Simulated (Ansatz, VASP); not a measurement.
KCl: VASP beside Ansatz

```
CELL_PARAMETERS angstrom
0.00000 2.96843 2.96843
2.96843 0.00000 2.96843
2.96843 2.96843 0.00000
ATOMIC_POSITIONS crystal
K 0.00000 0.00000 0.00000
Cl 0.50000 0.50000 0.50000
```

Alike in both runs: task single point; functional r2SCAN; k mesh 6 × 6 × 6; occupations gaussian, width 0.05 eV; no spin polarisation.

|  | VASP | Ansatz |
| --- | --- | --- |
| version | VASP 6.6.1 | Ansatz 0.2.0 |
| potentials or method | VASP PAW PBE potentials, release 64 (K_sv, Cl), cutoff 520 eV | scalar-relativistic, plane waves, PAW |
| valence electrons in the cell | 16 | 16 |

VASP gave:

| Property | Result |
| --- | --- |
| gap on the k mesh at the Fermi level (eV) | 6.53 |
| least direct gap on the mesh (eV) | 6.53 |
| pressure (GPa) | 5.2 |

Question: Estimate Ansatz's values.

Answer: gap on the k mesh at the Fermi level (eV): 6.52; least direct gap on the mesh (eV): 6.52; pressure (GPa): 5.2.

VASP's potentials were made for PBE, not for r2SCAN. The functional is the same, so the differences come from potentials, cutoffs and numerics.
